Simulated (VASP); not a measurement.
Set up this calculation in VASP 6.6.1, as the native input.

* Task: single point
* Functional: PBEsol
* Potentials or basis: VASP PAW PBE potentials, release 64 (Au)
* Cutoff: 520 eV
* k mesh: 22 × 22 × 14
* Occupations: gaussian, width 0.15 eV
* Spin: no spin polarisation
* Dipole correction: no
* Further INCAR settings: ALGO = Fast; EDIFF = 1e-07; NBANDS = 18

The structure of Au lies in POSCAR:

```
Au
1.0
   -1.6210733944      1.6210733944      1.6210733944
    1.6210733944     -1.6210733944      1.6210733944
    3.2421467888      3.2421467888      0.0000000000
Au
2
Direct
    0.0654294972     -0.0654294972      0.0000000000
    0.4345705028      0.5654294972      0.5000000000
```

This cell differs from its parent crystal: mode 4 (9.3 1/cm) frozen in, largest displacement +0.300 Å.

The input as run:

INCAR

```
SYSTEM = Au
ALGO     = Fast           ! electronic algorithm
EDIFF    = 1E-7           ! SCF threshold, eV
ENCUT    = 520            ! plane-wave cutoff, eV
GGA      = PS             ! functional
ISIF     = 2              ! what is computed and relaxed
ISMEAR   = 0              ! smearing method
LASPH    = .True.         ! aspherical terms in the spheres
LCHARG   = .False.        ! write CHGCAR
LREAL    = .False.        ! projectors in reciprocal space
LWAVE    = .False.        ! write WAVECAR
NBANDS   = 18             ! bands
NELM     = 80             ! most SCF steps
PREC     = Accurate       ! precision mode
SIGMA    = 0.15           ! smearing width, eV
```

KPOINTS

```
k-points
0
Gamma
  22 22 14
  0 0 0
```

Potentials or basis: VASP PAW PBE potentials, release 64 (Au).

Command:

```bash
$ cat potpaw_PBE.64/Au/POTCAR > POTCAR
$ mpirun -np 1 vasp_std > vasp.out
```

Results of the run:

| Quantity | Value |
| --- | --- |
| Pressure | 1.2 GPa |
| Largest force | 0.131 eV/Å |
| Band gap on the k mesh | zero (band 11 reaches 13.23 eV, above the bottom of band 12 at 6.91 eV) |

Caveat: the cell differs from its parent crystal (mode 4 (9.3 1/cm) frozen in, largest displacement +0.300 Å); the PAW data sets were made with another functional, which shifts forces and pressure a little; spin-orbit coupling is left out, which moves the levels of the heavy elements.

Wall time 5.1 min on 1 thread of AMD EPYC 9R45 96-Core Processor (Zen 5), with other jobs on the host, peak memory 0.56 GiB.
